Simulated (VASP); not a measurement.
Wanted: the native input for a VASP 6.6.1 run.

```yaml
Task: single point
Functional: PBE
Potentials_or_basis: VASP PAW PBE potentials, release 64 (Na_pv, Cl)
Cutoff: 520 eV
k_mesh: 4 × 4 × 4
Occupations: gaussian, width 0.01 eV
Spin: no spin polarisation
Dipole_correction: no
Further_INCAR_settings: ALGO = Normal; EDIFF = 1e-07; NBANDS = 14
```

The structure of NaCl lies in POSCAR:

```
NaCl
1.0
   -0.1342974742      2.7805092875      2.7805092875
    2.7805092875     -0.1342974742      2.7805092875
    2.7805092875      2.7805092875     -0.1342974742
Na Cl
1 1
Direct
    0.0000000000      0.0000000000      0.0000000000
    0.5000000000      0.5000000000      0.5000000000
```

This cell differs from its parent crystal: epitaxial 111 strain +4.0%.

These files were run (other wordings do the same):

INCAR

```
SYSTEM = NaCl
PREC = Accurate
ENCUT = 520
EDIFF = 1E-7
ISMEAR = 0
SIGMA = 0.01
LREAL = .False.
LASPH = .True.
NELM = 100
ALGO = Normal
ISIF = 2
LWAVE = .False.
LCHARG = .False.
GGA = PE
NBANDS = 14
```

KPOINTS

```
regular mesh
0
Gamma
  4 4 4
  0 0 0
```

Potentials or basis: VASP PAW PBE potentials, release 64 (Na_pv, Cl).

Run with:

```bash
$ cat potpaw_PBE.64/Na_pv/POTCAR potpaw_PBE.64/Cl/POTCAR > POTCAR
$ mpirun -np 1 vasp_std > vasp.out
```

It gave:

The pressure is 0.0 GPa. The band gap on the k mesh is 4.82 eV, direct.

Caveat: the k points lie up to 0.47 Å⁻¹ apart; the cell differs from its parent crystal (epitaxial 111 strain +4.0%).

Run time: 16 s on 1 thread of AMD EPYC 7R13, on a shared host, peak memory 0.13 GiB.
